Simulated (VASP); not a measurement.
# Bi (P-1) in VASP: single point with LDA

Aim: the single point of Bi with LDA.

Everything below comes from runs of VASP 6.6.1. Logs are shortened: lines on timing, memory, paths and dates and some standing lists are left out, and cuts for length are marked.

## (1) The cell of the first run

The typed cell holds 6 atoms: a = 7.924 Å, b = 7.924 Å, c = 4.542 Å, α = 72.87°, β = 126.16°, γ = 120.00°.

## (2) Single point, LDA

File INCAR:

```
PREC = Accurate
ENCUT = 520
EDIFF = 1E-6
ISMEAR = 0
SIGMA = 0.1
LREAL = False
LASPH = True
NELM = 60
ALGO = Fast
ISIF = 2
LWAVE = False
LCHARG = False
NBANDS = 54
KPAR = 4
```

File KPOINTS:

```
regular mesh
0
Gamma
  6 6 9
```

File POSCAR:

```
Bi
1.0
    7.9238140576     -0.0005617315     -0.0945568207
   -3.9623935025      6.8625093743     -0.0342541236
   -2.6362553122      0.0413291305      3.6986754818
Bi
6
Direct
    0.4073689365      0.3140436084      0.2506916190
    0.7407022698      0.9807102751      0.2506916190
    0.0740356031      0.6473769417      0.2506916190
    0.2592977302      0.0192897249      0.7493083810
    0.5926310635      0.6859563916      0.7493083810
    0.9259643969      0.3526230583      0.7493083810
```

Potentials or basis: VASP PAW LDA potentials, release 64 (Bi_d).

On the command line:

```
$ cat potpaw_LDA.64/Bi_d/POTCAR > POTCAR
$ mpirun -np 4 vasp_std > vasp.out
```

OUTCAR:

```text
PREC = Accurate
   ENCUT = 520
   EDIFF = 1E-6
   ISMEAR = 0
   LREAL = False
   LASPH = True
   NELM = 60
   ISIF = 2

 ion  position               nearest neighbor table
   1  0.407  0.314  0.251-   4 3.04   4 3.04   6 3.21   6 3.21   5 3.41   5 3.42
   2  0.741  0.981  0.251-   5 3.04   5 3.04   4 3.21   4 3.21   6 3.41   6 3.42
   3  0.074  0.647  0.251-   6 3.04   6 3.04   5 3.21   5 3.21   4 3.41   4 3.42
   4  0.259  0.019  0.749-   1 3.04   1 3.04   2 3.21   2 3.21   3 3.41   3 3.42
   5  0.593  0.686  0.749-   2 3.04   2 3.04   3 3.21   3 3.21   1 3.41   1 3.42
   6  0.926  0.353  0.749-   3 3.04   3 3.04   1 3.21   1 3.21   2 3.41   2 3.42
[... 11 lines left out ...]
 A1 = (   3.9614205551,   6.8619476428,  -0.1288109443)
 A2 = (   1.3251652429,   6.9032767733,   3.5698645375)
 A3 = (  10.5600693698,  -0.0418908620,  -3.7932323025)

Analysis of symmetry for initial positions (statically):
=====================================================================
 Subroutine PRICEL returns following result:

  LATTYP: Found a triclinic cell.
 ALAT       =     4.5095268272
 B/A-ratio  =     1.0145503256
 C/A-ratio  =     1.0072495072
 COS(alpha) =     0.0005347751
 COS(beta)  =     0.4890740572
 COS(gamma) =     0.5078138149

  Lattice vectors:

 A1 = (  -1.3258138745,   2.2463612386,  -3.6785745828)
 A2 = (  -0.0003243158,   4.5748190052,  -0.0543550226)
 A3 = (   2.6362553122,  -0.0413291305,  -3.6986754818)

   3 primitive cells build up your supercell.

 Routine SETGRP: Setting up the symmetry group for a
 triclinic supercell.

 Subroutine GETGRP returns: Found  2 space group operations
 (whereof  2 operations were pure point group operations)
 out of a pool of  2 trial point group operations.

The static configuration has the point symmetry S_2 .

Analysis of symmetry for dynamics (positions and initial velocities):
=====================================================================
 Subroutine PRICEL returns following result:

  LATTYP: Found a triclinic cell.
 ALAT       =     4.5095268272
 B/A-ratio  =     1.0145503256
 C/A-ratio  =     1.0072495072
 COS(alpha) =     0.0005347751
 COS(beta)  =     0.4890740572
 COS(gamma) =     0.5078138149

  Lattice vectors:

 A1 = (  -1.3258138745,   2.2463612386,  -3.6785745828)
 A2 = (  -0.0003243158,   4.5748190052,  -0.0543550226)
 A3 = (   2.6362553122,  -0.0413291305,  -3.6986754818)

   3 primitive cells build up your supercell.

 Routine SETGRP: Setting up the symmetry group for a
[... 102 lines left out ...]
   LSORBIT =      F    spin-orbit coupling
   LASPH  =      T    aspherical Exc in radial PAW
   ENCUT  =  520.0 eV  38.22 Ry    6.18 a.u.  14.73 14.73  8.45*2*pi/ulx,y,z
   NELM   =     60;   NELMIN=  2; NELMDL= -5     # of ELM steps
   EDIFF  = 0.1E-05   stopping-criterion for ELM
   LREAL  =      F    real-space projection
   EDIFFG = 0.1E-04   stopping-criterion for IOM
   NSW    =      0    number of steps for IOM
   IBRION =     -1    ionic relax: 0-MD 1-quasi-New 2-CG
   NFREE  =      0    steps in history (QN), initial steepest desc. (CG)
   ISIF   =      2    stress and relaxation
   ISYM   =      2    0-nonsym 1-usesym 2-fastsym
   POTIM  = 0.5000    time-step for ionic-motion
   TEBEG  =    0.0;   TEEND  =   0.0 temperature during run
   PSTRESS=    0.0 pullay stress
   NELECT =      90.0000    total number of electrons
   NUPDOWN=      -1.0000    fix difference up-down
   EMIN   =  10.00;   EMAX   =-10.00  energy-range for DOS
   EFERMI =   0.00;   METHOD = LEGACY
   ISMEAR =     0;   SIGMA  =   0.10  broadening in eV -4-tet -1-fermi 0-gaus
   EFERMI_NEDOS =   21; number of points for ismear=-14 and -15
   IALGO  =     68    algorithm
   IMIX   =      4    mixing-type and parameters
     AMIX     =   0.40;   BMIX     =  1.00
     AMIX_MAG =   1.60;   BMIX_MAG =  1.00
  volume/ion in A,a.u.               =      33.24       224.31
  Fermi-wavevector in a.u.,A,eV,Ry     =   1.255715  2.372957 21.453937  1.576820
  Thomas-Fermi vector in A             =   2.389458
   LORBIT       =      0    0 simple, 1 ext, 2 COOP (PROOUT), +10 PAW based schemes
   GGA     = CA    functional components
   LHFCALC =     F    Hartree Fock is set to
   AEXX    =    0.0000 exact exchange contribution
   IVDW    =     0    specifies the selected vdW correction
   LEPSILON=     F    determine dielectric tensor
   LRPA    =     F    only Hartree local field effects (RPA)
 non-spin polarized calculation
 RMM-DIIS sequential band-by-band and
 Gauss-broadening in eV      SIGMA  =   0.10
  energy-cutoff  :      520.00
  volume of cell :      199.43
 maximum number of plane-waves:      5406
   NGX = 29   NGY = 29   NGZ = 17

 number of electron      90.0000013 magnetization

 Free energy of the ion-electron system (eV)
  ---------------------------------------------------
  ext. energy  EPLUGINS =         0.00000000
  ---------------------------------------------------
  free energy    TOTEN  =       -27.37724712 eV

  energy without entropy =      -27.37488665  energy(sigma->0) =      -27.37606688

 E-fermi :   6.7188     XC(G=0): -10.0759

 val. band max:        6.6520045363   @ k =   0.1667   0.1667   0.3333
 cond. band min:       6.7375470828   @ k =   0.3333   0.5000  -0.0000
 fundamental gap:      0.0855425465
 Fermi energy:         6.7188396978

 k-point     1 :       0.0000    0.0000    0.0000
  band No.  band energies     occupation
      1     -16.2250      2.00000
      2     -16.2116      2.00000
      3     -16.1274      2.00000
      4     -16.1274      2.00000
      5     -16.0851      2.00000
      6     -16.0851      2.00000
[... 1357 lines left out ...]
     53      10.3638      0.00000
     54      10.5140      0.00000

 [... further k-points ...]
[... 5 lines left out ...]
  --------------------------------------------------------------------------------------
  -------------------------------------------------------------------------------------
  Total       -0.6638610      0.9896710      0.1475474     -0.0127192     -0.0216362      0.0686174
  in kB       -5.3332737      7.9507404      1.1853549     -0.1021826     -0.1738193      0.5512528
  external PRESSURE =       1.2676072 kB  Pullay stress =       0.0000000 kB

 VOLUME and BASIS-vectors are now :
 -----------------------------------------------------------------------------
  energy-cutoff  :      520.00
  volume of cell :      199.43
      direct lattice vectors                 reciprocal lattice vectors
     7.923814058 -0.000561731 -0.094556821     0.127279812  0.073939705  0.089893319
    -3.962393502  6.862509374 -0.034254124    -0.000009178  0.145705832 -0.001634663
    -2.636255312  0.041329130  3.698675482     0.003253830  0.003239681  0.272650044

 POSITION                                       TOTAL-FORCE (eV/Angst)
 -----------------------------------------------------------------------------------
      1.32266      2.16526      0.87795         0.000106      0.025187     -0.004978
      1.32234      6.74008      0.82360         0.000106      0.025187     -0.004978
     -2.63940      4.45295      0.89805         0.000106      0.025187     -0.004978
      0.00283      0.16320      2.74627        -0.000106     -0.025187      0.004978
      0.00250      4.73802      2.69191        -0.000106     -0.025187      0.004978
      3.96457      2.45033      2.67181        -0.000106     -0.025187      0.004978
 -----------------------------------------------------------------------------------
    total drift:                               -0.000000      0.000000      0.000000

  FREE ENERGIE OF THE ION-ELECTRON SYSTEM (eV)
  ---------------------------------------------------
  free  energy   TOTEN  =       -27.3772471221 eV

  energy  without entropy=      -27.3748866454  energy(sigma->0) =      -27.37606688
```

OSZICAR:

```text
N       E                     dE             d eps       ncg     rms          rms(c)
DAV:   1     0.116535891802E+04    0.11654E+04   -0.46509E+04 17726   0.206E+03
DAV:   2     0.128143149509E+03   -0.10372E+04   -0.10219E+04 17712   0.595E+02
DAV:   3    -0.185941605189E+02   -0.14674E+03   -0.14381E+03 20210   0.230E+02
DAV:   4    -0.270341828367E+02   -0.84400E+01   -0.83723E+01 20048   0.567E+01
DAV:   5    -0.274295256704E+02   -0.39534E+00   -0.39512E+00 23020   0.113E+01    0.176E+00
RMM:   6    -0.273928808116E+02    0.36645E-01   -0.84629E-02 20455   0.210E+00    0.104E+00
RMM:   7    -0.273753235057E+02    0.17557E-01   -0.71685E-02 21353   0.188E+00    0.167E-01
RMM:   8    -0.273767870297E+02   -0.14635E-02   -0.24984E-02 21108   0.148E+00    0.171E-01
RMM:   9    -0.273765218007E+02    0.26523E-03   -0.13290E-02 24116   0.868E-01    0.517E-02
RMM:  10    -0.273771887045E+02   -0.66690E-03   -0.67127E-03 25336   0.453E-01    0.676E-02
RMM:  11    -0.273772859269E+02   -0.97222E-04   -0.11597E-03 28292   0.169E-01    0.522E-02
RMM:  12    -0.273772874376E+02   -0.15107E-05   -0.11605E-04 28667   0.600E-02    0.464E-02
RMM:  13    -0.273772833583E+02    0.40793E-05   -0.22457E-05 20583   0.313E-02    0.412E-02
RMM:  14    -0.273772712345E+02    0.12124E-04   -0.15407E-05 23243   0.212E-02    0.337E-02
RMM:  15    -0.273772621646E+02    0.90699E-05   -0.48942E-06 16372   0.138E-02    0.269E-02
RMM:  16    -0.273772534678E+02    0.86968E-05   -0.75328E-06 18697   0.142E-02    0.175E-02
RMM:  17    -0.273772476953E+02    0.57725E-05   -0.12413E-05 21668   0.195E-02    0.630E-03
RMM:  18    -0.273772471221E+02    0.57317E-06   -0.41059E-06 13982   0.115E-02
   1 F= -.27377247E+02 E0= -.27376067E+02  d E =-.236048E-02
```

stdout:

```text
POSCAR found type information on POSCAR Bi
 POSCAR found :  1 types and       6 ions
 scaLAPACK will be used
 LDA part: xc-table for (Slater(with rela. corr.)+CA(PZ))
 , standard interpolation
 POSCAR, INCAR and KPOINTS ok, starting setup
 FFT: planning ... GRIDC
 FFT: planning ... GRID_SOFT
 FFT: planning ... GRID
 WAVECAR not read
 entering main loop
```

Run time: 23 min. Hardware: 4 MPI ranks of Oxide Virtual Turin-like, shared host; peak memory 1.1 GiB.

What came out:

| Quantity | Value |
| --- | --- |
| Free energy | -27.3772 eV |
| Pressure | 0.1 GPa |
| Largest force | 0.026 eV/Å |
| Band gap on the k mesh | zero (bands 45 and 46 overlap by 0.35 eV) |

Forces on the atoms (eV/Å):
```
Bi   0.000  0.025 -0.005
Bi   0.000  0.025 -0.005
Bi   0.000  0.025 -0.005
Bi   0.000 -0.025  0.005
Bi   0.000 -0.025  0.005
Bi   0.000 -0.025  0.005
```

Stress tensor (GPa, compression positive):
```
-0.53 -0.01  0.06
-0.01  0.80 -0.02
 0.06 -0.02  0.12
```

Levels at points of the mesh, in eV from the Fermi level:
| k point | band 43 | band 44 | band 45 | band 46 | band 47 | band 48 |
| --- | --- | --- | --- | --- | --- | --- |
| (0.00, 0.00, 0.00) | -1.53 | -1.33 | -1.29 | 2.42 | 2.42 | 2.71 |
| (0.50, 0.00, 0.00) | -0.95 | -0.86 | -0.22 | -0.14 | 0.34 | 0.60 |
| (0.00, 0.50, 0.00) | -0.72 | -0.19 | -0.19 | 0.40 | 0.40 | 1.02 |
| (0.50, 0.50, 0.00) | -0.95 | -0.86 | -0.20 | -0.16 | 0.33 | 0.61 |

Caveat: spin-orbit coupling is left out, which moves the levels of the heavy elements.

The gap in the log of VASP goes by the Fermi energy; the results here count the filled bands.